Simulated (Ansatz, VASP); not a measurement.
## Li7S3: VASP beside Ansatz

```xyz
10
Lattice="3.3483 1.9332 9.6519 -3.3483 1.9332 9.6519 0.0000 -3.8663 9.6519" Properties=species:S:1:pos:R:3 pbc="T T T"
Li    0.0000    0.0000   14.4778
Li    0.0000   -1.8634   10.9589
Li    1.6137    0.9317   10.9589
Li   -1.6137    0.9317   10.9589
Li    1.6137   -0.9317   17.9967
Li   -1.6137   -0.9317   17.9967
Li    0.0000    1.8634   17.9967
S     0.0000    0.0000   12.2153
S     0.0000    0.0000   16.7403
S     0.0000    0.0000    0.0000
```

Alike in both runs: functional PBE; k mesh 6 × 6 × 6; occupations gaussian, width 0.1 eV; no spin polarisation.

Ansatz relaxed the structure, and its values are those at the end. VASP's run is a single point on that final structure, the one shown.

|  | VASP | Ansatz |
| --- | --- | --- |
| version | VASP 6.6.1 | Ansatz 0.2.0 |
| potentials or method | VASP PAW PBE potentials, release 64 (Li_sv, S), cutoff 520 eV | scalar-relativistic, plane waves, PAW |
| valence electrons in the cell | 39 | 39 |

```tsv
	VASP	Ansatz	Ansatz less VASP
gap on the k mesh at the Fermi level (eV)	none	none	-
rms of the force components (eV/Å)	0.004	0.000	-0.0034
```

A gap of «none» marks a metal or a gap that the smearing closes.

Noted on VASP's run: the cutoff is short for stress, so the pressure is rough.
